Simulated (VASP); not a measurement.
# Cs (Fd-3m) in VASP: a series of runs

Runs on Cs. Level: PBE. Tasks: density of states.

Everything below comes from runs of VASP 6.6.1. Logs are shortened: lines on timing, memory, paths and dates and some standing lists are left out, and cuts for length are marked.

### 1 The cell of the first run

Symmetry: Fd-3m, No. 227, cubic system. The conventional cell has a = 8.421 Å, b = 8.421 Å, c = 8.421 Å, α = 90.00°, β = 90.00°, γ = 90.00°. Within 4.8 Å of Cs (site symmetry -43m) lie 4 Cs at 3.65 Å.

### 2 Density of states, PBE (volume scaled by 0.4)

The input, POSCAR:

```
Cs
1.0
    0.0000000000      4.2107303546      4.2107303546
    4.2107303546      0.0000000000      4.2107303546
    4.2107303546      4.2107303546      0.0000000000
Cs
2
Direct
   -0.1250000000     -0.1250000000     -0.1250000000
    0.1250000000      0.1250000000      0.1250000000
```

The input, INCAR.step1:

```
ALGO = Normal
EDIFF = 1E-6
ENCUT = 520
GGA = PE
ISIF = 2
ISMEAR = -1
LASPH = T
LCHARG = T
LREAL = F
LWAVE = F
NBANDS = 16
NELM = 100
PREC = Accurate
SIGMA = 0.08
```

The input, KPOINTS.step1:

```
k-points
0
Gamma
  6 6 6
```

The input, INCAR.step2:

```
ALGO = Normal
EDIFF = 1E-6
ENCUT = 520
GGA = PE
ICHARG = 11
ISIF = 2
ISMEAR = -5
LASPH = T
LCHARG = F
LORBIT = 10
LREAL = F
LWAVE = F
NBANDS = 16
NEDOS = 2001
NELM = 100
PREC = Accurate
SIGMA = 0.08
```

The input, KPOINTS.step2:

```
k-points
0
Gamma
  9 9 9
```

Potentials or basis: VASP PAW PBE potentials, release 64 (Cs_sv).

Launch:

```sh
> cat potpaw_PBE.64/Cs_sv/POTCAR > POTCAR
> cp INCAR.step1 INCAR
> cp KPOINTS.step1 KPOINTS
> mpirun -np 1 vasp_std > vasp.out
> cp INCAR.step2 INCAR
> cp KPOINTS.step2 KPOINTS
> mpirun -np 1 vasp_std > vasp.out
```

OUTCAR:

```text
EDIFF = 1E-6
   ENCUT = 520
   GGA = PE
   ICHARG = 11
   ISIF = 2
   ISMEAR = -5
   LASPH = T
   LORBIT = 10
   LREAL = F
   NELM = 100
   PREC = Accurate

 ion  position               nearest neighbor table
   1  0.875  0.875  0.875-
   2  0.125  0.125  0.125-

  LATTYP: Found a face centered cubic cell.
 ALAT       =     8.4214607092

  Lattice vectors:

 A1 = (   0.0000000000,   4.2107303546,   4.2107303546)
 A2 = (   4.2107303546,   0.0000000000,   4.2107303546)
 A3 = (   4.2107303546,   4.2107303546,   0.0000000000)

Analysis of symmetry for initial positions (statically):
=====================================================================
 Subroutine PRICEL returns:
 Original cell was already a primitive cell.

 Routine SETGRP: Setting up the symmetry group for a
 face centered cubic supercell.

 Subroutine GETGRP returns: Found 48 space group operations
 (whereof 12 operations were pure point group operations)
 out of a pool of 48 trial point group operations.

The static configuration has the point symmetry D_3d.
 The point group associated with its full space group is O_h .

Analysis of symmetry for dynamics (positions and initial velocities):
=====================================================================
 Subroutine PRICEL returns:
 Original cell was already a primitive cell.

 Routine SETGRP: Setting up the symmetry group for a
 face centered cubic supercell.

 Subroutine GETGRP returns: Found 48 space group operations
 (whereof 12 operations were pure point group operations)
 out of a pool of 48 trial point group operations.

The dynamic configuration has the point symmetry D_3d.
 The point group associated with its full space group is O_h .

 Subroutine INISYM returns: Found 48 space group operations
 (whereof 12 operations are pure point group operations),
 and found     1 'primitive' translations

----------------------------------------------------------------------------------------

                                     Primitive cell

  volume of cell :     149.3146

  direct lattice vectors                    reciprocal lattice vectors
     0.000000000  4.210730355  4.210730355    -0.118744246  0.118744246  0.118744246
     4.210730355  0.000000000  4.210730355     0.118744246 -0.118744246  0.118744246
     4.210730355  4.210730355  0.000000000     0.118744246  0.118744246 -0.118744246

  length of vectors
     5.954871975  5.954871975  5.954871975     0.205671067  0.205671067  0.205671067

  position of ions in fractional coordinates (direct lattice)
     0.875000000  0.875000000  0.875000000
     0.125000000  0.125000000  0.125000000

  ion indices of the primitive-cell ions
   primitive index   ion index
                 1           1
                 2           2

----------------------------------------------------------------------------------------

 KPOINTS: k-points

Automatic generation of k-mesh.
 Grid dimensions read from file:
 generate k-points for:    9    9    9

 Generating k-lattice:

  Cartesian coordinates                     Fractional coordinates (reciprocal lattice)
    -0.013193805  0.013193805  0.013193805     0.111111111  0.000000000  0.000000000
     0.013193805 -0.013193805  0.013193805     0.000000000  0.111111111  0.000000000
     0.013193805  0.013193805 -0.013193805     0.000000000  0.000000000  0.111111111

  Length of vectors
     0.022852341  0.022852341  0.022852341

  Shift w.r.t. Gamma in fractional coordinates (k-lattice)
     0.000000000  0.000000000  0.000000000

 TETIRR: Found    115 inequivalent tetrahedra from     4374

 Subroutine IBZKPT returns following result:
 ===========================================

 Found     35 irreducible k-points:

 Following reciprocal coordinates:
            Coordinates               Weight
  0.000000  0.000000  0.000000      1.000000
  0.111111  0.000000  0.000000      8.000000
  0.222222  0.000000  0.000000      8.000000
  0.333333  0.000000  0.000000      8.000000
  0.444444  0.000000  0.000000      8.000000
  0.111111  0.111111  0.000000      6.000000
[... 16 lines left out ...]
 -0.333333  0.333333  0.000000     12.000000
  0.444444  0.444444  0.000000      6.000000
 [... further k-points ...]
   k-points           NKPTS =     35   k-points in BZ     NKDIM =     35   number of bands    NBANDS=     16
   number of dos      NEDOS =   2001   number of ions     NIONS =      2
   total plane-waves  NPLWV = 110592
   dimension x,y,z NGX =    48 NGY =   48 NGZ =   48
   dimension x,y,z NGXF=    96 NGYF=   96 NGZF=   96
   ions per type =               2
   NGX,Y,Z   is equivalent  to a cutoff of  13.40, 13.40, 13.40 a.u.
   NGXF,Y,Z  is equivalent  to a cutoff of  26.80, 26.80, 26.80 a.u.
 SYSTEM =  unknown system
   PREC   = accura    normal or accurate (medium, high low for compatibility)
   ISTART =      0    job   : 0-new  1-cont  2-samecut
   ICHARG =     11    charge: 1-file 2-atom 10-const
   ISPIN  =      1    spin polarized calculation?
   LNONCOLLINEAR =      F non collinear calculations
   LSORBIT =      F    spin-orbit coupling
   LASPH  =      T    aspherical Exc in radial PAW
   ENCUT  =  520.0 eV  38.22 Ry    6.18 a.u.  11.07 11.07 11.07*2*pi/ulx,y,z
   NELM   =    100;   NELMIN=  2; NELMDL=  0     # of ELM steps
   EDIFF  = 0.1E-05   stopping-criterion for ELM
   LREAL  =      F    real-space projection
   EDIFFG = 0.1E-04   stopping-criterion for IOM
   NSW    =      0    number of steps for IOM
   IBRION =     -1    ionic relax: 0-MD 1-quasi-New 2-CG
   NFREE  =      0    steps in history (QN), initial steepest desc. (CG)
   ISIF   =      2    stress and relaxation
   ISYM   =      2    0-nonsym 1-usesym 2-fastsym
   POTIM  = 0.5000    time-step for ionic-motion
   TEBEG  =    0.0;   TEEND  =   0.0 temperature during run
   PSTRESS=    0.0 pullay stress
   NELECT =      18.0000    total number of electrons
   NUPDOWN=      -1.0000    fix difference up-down
   EMIN   =  10.00;   EMAX   =-10.00  energy-range for DOS
   EFERMI =   0.00;   METHOD = LEGACY
   ISMEAR =    -5;   SIGMA  =   0.08  broadening in eV -4-tet -1-fermi 0-gaus
   EFERMI_NEDOS =   21; number of points for ismear=-14 and -15
   IALGO  =     38    algorithm
   IMIX   =      4    mixing-type and parameters
     AMIX     =   0.40;   BMIX     =  1.00
     AMIX_MAG =   1.60;   BMIX_MAG =  1.00
  volume/ion in A,a.u.               =      74.66       503.81
  Fermi-wavevector in a.u.,A,eV,Ry     =   0.808720  1.528259  8.898594  0.654028
  Thomas-Fermi vector in A             =   1.917578
   LORBIT       =     10    0 simple, 1 ext, 2 COOP (PROOUT), +10 PAW based schemes
   GGA     = PE    functional components
   LHFCALC =     F    Hartree Fock is set to
   AEXX    =    0.0000 exact exchange contribution
   IVDW    =     0    specifies the selected vdW correction
   LEPSILON=     F    determine dielectric tensor
   LRPA    =     F    only Hartree local field effects (RPA)
 non-spin polarized calculation
 Fermi weights with tetrahedron method with Bloechl corrections
  energy-cutoff  :      520.00
  volume of cell :      149.31
 maximum number of plane-waves:      4040
 NGX is ok and might be reduce to    48

 number of electron      17.9999999 magnetization

 Free energy of the ion-electron system (eV)
  ---------------------------------------------------
  ext. energy  EPLUGINS =         0.00000000
  ---------------------------------------------------
  free energy    TOTEN  =        -0.43025691 eV

  energy without entropy =       -0.43025691  energy(sigma->0) =       -0.43025691

 E-fermi :   1.5792     XC(G=0):  -6.5987

 val. band max:        1.6080014245   @ k =  -0.4444   0.1111   0.0000
 cond. band min:       1.5619395749   @ k =   0.4444   0.4444   0.0000
 fundamental gap:     -0.0460618496
 Fermi energy:         1.5792376242

 k-point     1 :       0.0000    0.0000    0.0000
  band No.  band energies     occupation
      1     -22.8492      2.00000
      2     -22.3845      2.00000
      3      -9.9199      2.00000
      4      -9.9199      2.00000
      5      -9.9199      2.00000
      6      -9.0388      2.00000
[... 8 lines left out ...]
     15       4.7318      0.00000
     16       4.7318      0.00000

 k-point     2 :       0.1111    0.0000    0.0000
  band No.  band energies     occupation
      1     -22.8392      2.00000
      2     -22.3954      2.00000
      3      -9.9357      2.00000
      4      -9.9357      2.00000
      5      -9.9242      2.00000
      6      -9.0353      2.00000
[... 8 lines left out ...]
     15       4.3126      0.00000
     16       4.6800      0.00000

 k-point     3 :       0.2222    0.0000    0.0000
  band No.  band energies     occupation
      1     -22.8116      2.00000
      2     -22.4257      2.00000
      3      -9.9730      2.00000
      4      -9.9730      2.00000
      5      -9.9370      2.00000
      6      -9.0235      2.00000
[... 8 lines left out ...]
     15       4.0557      0.00000
     16       4.7187      0.00000

 k-point     4 :       0.3333    0.0000    0.0000
  band No.  band energies     occupation
      1     -22.7737      2.00000
      2     -22.4666      2.00000
      3     -10.0116      2.00000
      4     -10.0116      2.00000
      5      -9.9545      2.00000
      6      -9.0054      2.00000
[... 8 lines left out ...]
     15       3.8711      0.00000
     16       5.2002      0.00000
[... 324 lines left out ...]
 k-point    22 :      -0.4444    0.3333    0.0000
  band No.  band energies     occupation
      1     -22.6670      2.00000
      2     -22.5780      2.00000
      3     -10.1809      2.00000
      4     -10.1260      2.00000
      5      -9.6195      2.00000
      6      -9.3545      2.00000
[... 8 lines left out ...]
     15       4.2808      0.00000
     16       4.9577      0.00000

 k-point    23 :      -0.3333    0.3333    0.0000
  band No.  band energies     occupation
      1     -22.6803      2.00000
      2     -22.5644      2.00000
      3     -10.1911      2.00000
      4     -10.0987      2.00000
      5      -9.6747      2.00000
      6      -9.2863      2.00000
[... 8 lines left out ...]
     15       4.7527      0.00000
     16       4.8180      0.00000

 k-point    24 :       0.4444    0.4444    0.0000
  band No.  band energies     occupation
      1     -22.6628      2.00000
      2     -22.5823      2.00000
      3     -10.1530      2.00000
      4     -10.1530      2.00000
      5      -9.5723      2.00000
      6      -9.4259      2.00000
[... 8 lines left out ...]
     15       4.2083      0.00000
     16       4.9753      0.00000

 [... further k-points ...]

------------------------ aborting loop because EDIFF is reached ----------------------------------------

  FORCE on cell =-STRESS in cart. coord.  units (eV):
  Direction    XX          YY          ZZ          XY          YZ          ZX
  --------------------------------------------------------------------------------------
  -------------------------------------------------------------------------------------
  Total        1.7809356      1.7809356      1.7809356     -0.0000000      0.0000000     -0.0000000
  in kB       19.1098163     19.1098163     19.1098163     -0.0000000      0.0000000     -0.0000000
  external PRESSURE =      19.1098163 kB  Pullay stress =       0.0000000 kB

 VOLUME and BASIS-vectors are now :
 -----------------------------------------------------------------------------
  energy-cutoff  :      520.00
  volume of cell :      149.31
      direct lattice vectors                 reciprocal lattice vectors
     0.000000000  4.210730355  4.210730355    -0.118744246  0.118744246  0.118744246
     4.210730355  0.000000000  4.210730355     0.118744246 -0.118744246  0.118744246
     4.210730355  4.210730355  0.000000000     0.118744246  0.118744246 -0.118744246

 POSITION                                       TOTAL-FORCE (eV/Angst)
 -----------------------------------------------------------------------------------
      7.36878      7.36878      7.36878        -0.000000     -0.000000     -0.000000
      1.05268      1.05268      1.05268         0.000000      0.000000      0.000000
 -----------------------------------------------------------------------------------
    total drift:                                0.000000      0.000000      0.000000

  FREE ENERGIE OF THE ION-ELECTRON SYSTEM (eV)
  ---------------------------------------------------
  free  energy   TOTEN  =        -0.4302569059 eV

  energy  without entropy=       -0.4302569059  energy(sigma->0) =       -0.43025691

 total charge

# of ion       s       p       d       tot
------------------------------------------
    1        1.848   4.675   0.055   6.578
    2        1.848   4.675   0.055   6.578
--------------------------------------------------
tot          3.696   9.350   0.110  13.156
```

It took 99 s on 1 thread of Intel Xeon 6975P-C, shared host; peak memory 0.31 GiB.

What came out:

* Valence electrons inside the program's atomic spheres: Cs 6.58

Levels at points of the mesh, in eV from the Fermi level:
```csv
k point,band 6,band 7,band 8,band 9,band 10,band 11,band 12,band 13
"(0.00, 0.00, 0.00)",-10.62,-10.62,-10.62,-1.67,1.21,1.21,2.02,2.02
```

Caveat: spin-orbit coupling is left out, which moves the levels of the heavy elements; tetrahedron occupations give inexact forces and stress in metals.

### 3 Density of states, PBE (volume scaled by 0.4)

POSCAR is that of step 2.

The input, INCAR.step1:

```
SYSTEM = Cs
ALGO = Normal
EDIFF = 1E-6
ENCUT = 520
GGA = PE
ISIF = 2
ISMEAR = -1
LASPH = .TRUE.
LCHARG = .TRUE.
LREAL = .FALSE.
LWAVE = .FALSE.
NBANDS = 16
NELM = 60
PREC = Accurate
SIGMA = 0.08
```

The input, KPOINTS.step1:

```
k-points
0
G
  6 6 6
  0 0 0
```

The input, INCAR.step2:

```
SYSTEM = Cs
ALGO = Normal
EDIFF = 1E-6
ENCUT = 520
GGA = PE
ICHARG = 11
ISIF = 2
ISMEAR = -5
LASPH = .TRUE.
LCHARG = .FALSE.
LORBIT = 10
LREAL = .FALSE.
LWAVE = .FALSE.
NEDOS = 1001
NELM = 60
PREC = Accurate
SIGMA = 0.08
```

The input, KPOINTS.step2:

```
k-points
0
G
  9 9 9
  0 0 0
```

Potentials or basis: VASP PAW PBE potentials, release 64 (Cs_sv).

Launch:

```sh
> cat potpaw_PBE.64/Cs_sv/POTCAR > POTCAR
> cp INCAR.step1 INCAR
> cp KPOINTS.step1 KPOINTS
> mpirun -np 1 vasp_std > vasp.out
> cp INCAR.step2 INCAR
> cp KPOINTS.step2 KPOINTS
> mpirun -np 1 vasp_std > vasp.out
```

It took 99 s on 1 thread of Intel Xeon 6975P-C, shared host; peak memory 0.31 GiB.

Results (log left out):

- Valence electrons inside the program's atomic spheres: Cs 6.58

Levels at points of the mesh, in eV from the Fermi level:
```tsv
k point	band 7	band 8	band 9	band 10	band 11	band 12
(0.00, 0.00, 0.00)	-10.62	-10.62	-1.67	1.21	1.21	2.02
```

Caveat: spin-orbit coupling is left out, which moves the levels of the heavy elements; tetrahedron occupations give inexact forces and stress in metals.
